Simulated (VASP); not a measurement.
## SnO2: single point with PBE

Crystal: SnO2.

```
Sn O
1.0
     4.90757    0.00000    0.00000
     0.00000    4.90759    0.00000
     0.00000    0.00000    3.13348
Sn O
2 4
Cartesian
  2.4538 2.4538 1.5667
  0.0000 0.0000 0.0000
  1.5764 1.5767 0.0000
  4.0302 0.8771 1.5667
  0.8774 4.0305 1.5667
  3.3312 3.3309 0.0000
```

This cell differs from its parent crystal: atoms shifted along a free coordinate, c/a of the conventional cell at fixed volume 0.6385.

```json
{
 "Program": "VASP 6.6.1",
 "Task": "single point",
 "Functional": "PBE",
 "Potentials or basis": "VASP PAW PBE potentials, release 64 (Sn_d, O)",
 "Cutoff": "520 eV",
 "k mesh": "6 × 6 × 8",
 "Occupations": "gaussian, width 0.05 eV",
 "Spin": "no spin polarisation"
}
```

```yaml
Pressure: 10.4 GPa
Largest_force: 2.418 eV/Å
Band_gap_on_the_k_mesh: 1.33 eV
```

Forces in eV/Å, atoms in the order of the input:
```
Sn   0.000  0.000  0.000
Sn   0.000  0.000  0.000
O   -1.710 -1.710  0.000
O   -1.710  1.710  0.000
O    1.710 -1.710  0.000
O    1.710  1.710  0.000
```

Stress tensor (GPa, compression positive):
```
 5.46  0.00  0.00
 0.00  5.46  0.00
 0.00  0.00 20.22
```

Levels at points of the mesh, in eV from the valence-band top:
```tsv
k point	band 23	band 24	band 25	band 26	band 27	band 28	band 29	band 30
(0.00, 0.00, 0.00)	-0.99	-0.71	-0.71	0.00	1.33	5.80	6.67	6.67
(0.50, 0.00, 0.00)	-0.97	-0.97	-0.71	-0.71	4.15	4.15	7.10	7.10
(0.00, 0.50, 0.00)	-0.97	-0.97	-0.72	-0.72	4.15	4.15	7.10	7.10
(0.50, 0.50, 0.00)	-1.04	-1.04	-0.86	-0.86	4.35	4.35	7.33	7.33
(0.00, 0.00, 0.50)	-1.39	-1.39	-1.24	-1.24	6.27	6.27	9.28	9.28
(0.50, 0.00, 0.50)	-1.01	-1.01	-0.62	-0.62	6.49	6.49	7.38	7.38
(0.00, 0.50, 0.50)	-1.01	-1.01	-0.62	-0.62	6.49	6.49	7.38	7.38
(0.50, 0.50, 0.50)	-1.10	-1.10	-0.80	-0.80	5.37	5.37	8.07	8.07
```

Run time: 2.1 min on 1 thread of AMD EPYC 9R45 96-Core Processor (Zen 5) (shared host), peak memory 0.26 GiB.

Caveat: the stress differs along the axes, from 5 to 20 GPa; spin-orbit coupling is left out, which moves the levels of the heavy elements; forces of over 1 eV/Å act on the atoms, so gaps and moduli don't describe the material at rest.
